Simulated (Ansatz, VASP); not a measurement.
## H3C2: VASP beside Ansatz

```
H C
1.0
     3.28861   -3.25216    0.14987
     3.28861    3.25216    0.14987
    -0.55378    0.00000    4.39511
H C
6 4
Direct
  0.24097 0.24097 0.51081
  0.75903 0.75903 0.48919
  0.22482 0.49834 0.22660
  0.50166 0.77518 0.77340
  0.77518 0.50166 0.77340
  0.49834 0.22482 0.22660
  0.07951 0.07951 0.07964
  0.92049 0.92049 0.92036
  0.27009 0.27009 0.26992
  0.72991 0.72991 0.73008
```

Alike in both runs: functional PBE; dispersion D3(BJ); k mesh 6 × 6 × 6; no spin polarisation.

Ansatz relaxed the structure, and its values are those at the end. VASP's run is a single point on that final structure, the one shown.

```csv
,VASP,Ansatz
version,VASP 6.6.1,Ansatz 0.2.0
potentials or method,"VASP PAW PBE potentials, release 64 (H, C), cutoff 520 eV","scalar-relativistic, plane waves, PAW"
occupations,"gaussian, width 0.01 eV",fixed
valence electrons in the cell,22,22
```

```tsv
	VASP	Ansatz	Ansatz less VASP
gap on the k mesh at the Fermi level (eV)	4.65	4.64	-0.004
least direct gap on the mesh (eV)	5.20	5.20	-0.001
pressure (GPa)	0.0	0.0	+0.04
rms of the force components (eV/Å)	0.019	0.000	-0.0190
```
